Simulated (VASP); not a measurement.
Here is a VASP 6.6.1 calculation.

The input INCAR:

```
ALGO     = Normal         # electronic algorithm
EDIFF    = 1E-7           # SCF threshold, eV
ENCUT    = 520            # plane-wave cutoff, eV
GGA      = PE             # functional
GGA_COMPAT= False        
ISIF     = 2              # what is computed and relaxed
ISMEAR   = -1             # smearing method
LASPH    = True           # aspherical terms in the spheres
LCHARG   = False          # write CHGCAR
LORBIT   = 11             # projections on sites
LORBMOM  = True         
LREAL    = False          # projectors in reciprocal space
LSORBIT  = True           # spin-orbit coupling
LWAVE    = False          # write WAVECAR
MAGMOM   = 0 0 0 0 0 0    # initial moments
NBANDS   = 32             # bands
NELM     = 150            # most SCF steps
PREC     = Accurate       # precision mode
SIGMA    = 0.02           # smearing width, eV
```

The input KPOINTS:

```
k-points
0
Gamma
  8 8 8
```

File POSCAR:

```
PbSe
1.0
    0.0000000000      3.0696893642      3.0696893642
    3.0696893642      0.0000000000      3.0696893642
    3.0696893642      3.0696893642      0.0000000000
Pb Se
1 1
Direct
    0.0000000000      0.0000000000      0.0000000000
    0.5000000000      0.5000000000      0.5000000000
```

Potentials or basis: VASP PAW PBE potentials, release 64 (Pb_d, Se).

Launch:

```bash
$ cat potpaw_PBE.64/Pb_d/POTCAR potpaw_PBE.64/Se/POTCAR > POTCAR
$ mpirun -np 1 vasp_ncl > vasp.out
```

(1) Predict the pressure.

(2) What does it give for the net moment?

Answers

(1) 1.6 GPa.

(2) 0.00 μB per cell.
